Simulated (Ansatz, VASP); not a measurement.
# LaCd2Ge2: VASP beside Ansatz

INCAR

```
PREC     = Accurate       # precision mode
ENCUT    = 520            # plane-wave cutoff, eV
EDIFF    = 1E-7           # SCF threshold, eV
ISMEAR   = -1             # smearing method
SIGMA    = 0.017          # smearing width, eV
LREAL    = False          # projectors in reciprocal space
LASPH    = True           # aspherical terms in the spheres
NELM     = 60             # most SCF steps
ALGO     = Normal         # electronic algorithm
ISIF     = 2              # what is computed and relaxed
LWAVE    = False          # write WAVECAR
LCHARG   = False          # write CHGCAR
GGA      = PE             # functional
NBANDS   = 40             # bands
```

File KPOINTS:

```
Automatic mesh
0
Gamma
  8 8 8
```

POSCAR

```
LaCd2Ge2
1.0
    0.0000000000      4.6030870000      0.0000000000
    4.6030870000      0.0000000000      0.0000000000
    2.3015440000      2.3015440000     -5.8699460000
La Ge Cd
1 2 2
Direct
    0.0000000000      0.0000000000      0.0000000000
    0.3910000000      0.3910000000      0.2180000000
    0.6090000000      0.6090000000      0.7820000000
    0.7500000000      0.2500000000      0.5000000000
    0.2500000000      0.7500000000      0.5000000000
```

Input for Ansatz:

```yaml
crystal:
  lattice:
    - [0.0, 4.603087, 0.0]
    - [4.603087, 0.0, 0.0]
    - [2.301544, 2.301544, -5.869946]
  atoms:
    - { symbol: La, position: [0.0, 0.0, 0.0] }
    - { symbol: Ge, position: [0.391, 0.391, 0.218] }
    - { symbol: Ge, position: [0.609, 0.609, 0.782] }
    - { symbol: Cd, position: [0.75, 0.25, 0.5] }
    - { symbol: Cd, position: [0.25, 0.75, 0.5] }
  symmetry: { tolerance: 0.0003 }
kpoints:
  mp_grid: { grid: [8, 8, 8], shift: [0, 0, 0] }
  band_path:
    path:
      - [0.0, 0.0, 0.0]
      - [0.5, 0.5, 0.5]
      - [0.5, 0.5, 0.25]
      - [0.0, 0.5, 0.0]
      - [0.0, 0.0, 0.0]
      - [0.0, 0.0, -0.5]
      - [0.0, 0.42313296, -0.28843352]
      - [0.0, 0.57686704, 0.28843352]
      - [0.0, 0.0, 0.0]
      - [0.5, 0.5, 0.5]
      - [0.42313296, 0.57686704, 0.5]
    npoints: 6
magnetization:
  spin_polarized: false
scf:
  occupations: { method: fermi_dirac, width: 0.017 }
  lower_state_search: "off"
  max_iter: 200
hamiltonian:
  pseudopotentials: { kind: paw }
  xc: pbe
basis:
  ecutwfc: 420
  fft_grid_basis: typed
output:
  forces: true
  stress: true
  eigenvalues: true
  bader: true
  populations: true
  elf: true
  write_potential: true
  volumetric_format: npy
  dos:
    e_range: [-12, 8]
    de: 0.05
    projected: { site_lists: { Cd: [Cd], Ge: [Ge], La: [La] } }
checkpoint:
  read: saved_state
```

Alike in both runs: task single point; functional PBE; k mesh 8 × 8 × 8; occupations fermi-dirac, width 0.017 eV; no spin polarisation.

|  | VASP | Ansatz |
| --- | --- | --- |
| version | VASP 6.6.1 | Ansatz 0.2.0 |
| potentials or method | VASP PAW PBE potentials, release 64 (La, Ge_d, Cd), cutoff 520 eV | PAW plane waves |
| valence electrons in the cell | 63 | 79 |

VASP gave:

| Property | Result |
| --- | --- |
| pressure (GPa) | -2.6 |
| traceless stress, the component that is largest in VASP (GPa) | 3.18 |
| rms of the force components (eV/Å) | 0.089 |

Q: Which values does Ansatz return?

A: Pressure (GPa): -2.7; traceless stress, the component that is largest in VASP (GPa): 3.16; rms of the force components (eV/Å): 0.081.

Atom by atom the forces differ by 0.009 eV/Å (rms over components). The functional is the same, so the differences come from potentials, cutoffs and numerics. VASP's potentials hold 63 valence electrons a cell and Ansatz's 79, so a difference there can come from the potentials and not from the codes.

Neither program's run includes spin-orbit coupling.
